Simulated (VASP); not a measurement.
Here is a VASP 6.6.1 calculation.

File INCAR:

```
SYSTEM = TaN
PREC = Accurate ; ENCUT = 520
EDIFF = 1E-8 ; ISMEAR = -1
SIGMA = 0.02 ; LREAL = .False.
LASPH = .True. ; NELM = 60
ALGO = Normal ; ISIF = 2
LWAVE = .False. ; LCHARG = .False.
GGA = CA ; LEFG = .True.
NBANDS = 15
```

Contents of KPOINTS:

```
regular mesh
0
Gamma
  12 12 10
  0 0 0
```

Contents of POSCAR:

```
TaN
1.0
    2.8780228691      0.0000000000      0.0000000000
   -1.4390114346      2.4924409174      0.0000000000
    0.0000000000      0.0000000000      2.8241467514
Ta N
1 1
Direct
    0.3333333333      0.6666666667      0.5000000000
    0.0000000000      0.0000000000      0.0000000000
```

Potentials or basis: VASP PAW LDA potentials, release 64 (Ta_pv, N).

Command:

```console
$ cat potpaw_LDA.64/Ta_pv/POTCAR potpaw_LDA.64/N/POTCAR > POTCAR
$ mpirun -np 1 vasp_std > vasp.out
```

**Question.** Estimate the band gap on the k mesh.

**Answer.** Zero (band 8 reaches 9.18 eV, above the bottom of band 9 at 8.65 eV).

**Question.** What does it give for the pressure?

**Answer.** 14.2 GPa.

Stress tensor (GPa, compression positive):
```
13.74  0.00  0.00
 0.00 13.74  0.00
 0.00  0.00 15.26
```

Caveat: without QUAD_EFG the Cq values of the log hold for a quadrupole moment of 1 mb, not for the nuclei; spin-orbit coupling is left out, which moves the levels of the heavy elements.
